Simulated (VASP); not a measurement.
Write the native input for VASP 6.6.1 that does the following.

```
Task                   : single point
Functional             : PBE
Potentials or basis    : VASP PAW PBE potentials, release 64 (Ba_sv)
Cutoff                 : 520 eV
k mesh                 : 10 × 10 × 9
Occupations            : fermi-dirac, width 0.08 eV
Spin                   : no spin polarisation
Dipole correction      : no
Further INCAR settings : ALGO = Normal; EDIFF = 1e-07; NBANDS = 11
```

The structure of Ba lies in POSCAR:

```
Ba
1.0
    4.1201239747      0.0000000000      0.0000000000
   -2.0600619873      3.5681320288      0.0000000000
    0.0000000000      0.0000000000      3.8071235111
Ba
1
Direct
    0.0000000000      0.0000000000      0.0000000000
```

One way to write it, as run:

INCAR

```
SYSTEM = Ba
PREC = Accurate
ENCUT = 520
EDIFF = 1E-7
ISMEAR = -1
SIGMA = 0.08
LREAL = .FALSE.
LASPH = .TRUE.
NELM = 100
ALGO = Normal
ISIF = 2
LWAVE = .FALSE.
LCHARG = .FALSE.
GGA = PE
NBANDS = 11
```

KPOINTS

```
regular mesh
0
G
  10 10 9
  0 0 0
```

Potentials or basis: VASP PAW PBE potentials, release 64 (Ba_sv).

The run is started by

```bash
$ cat potpaw_PBE.64/Ba_sv/POTCAR > POTCAR
$ mpirun -np 1 vasp_std > vasp.out
```

Results of the run:

| Item | Value |
| --- | --- |
| Pressure | 1.1 GPa |
| Band gap on the k mesh | zero (band 5 reaches 2.49 eV, above the bottom of band 6 at 1.91 eV) |

Caveat: spin-orbit coupling is left out, which moves the levels of the heavy elements.

Run time: 12 s on 1 thread of Intel(R) Xeon(R) 6975P-C (Granite Rapids), with other jobs on the host, peak memory 0.19 GiB.
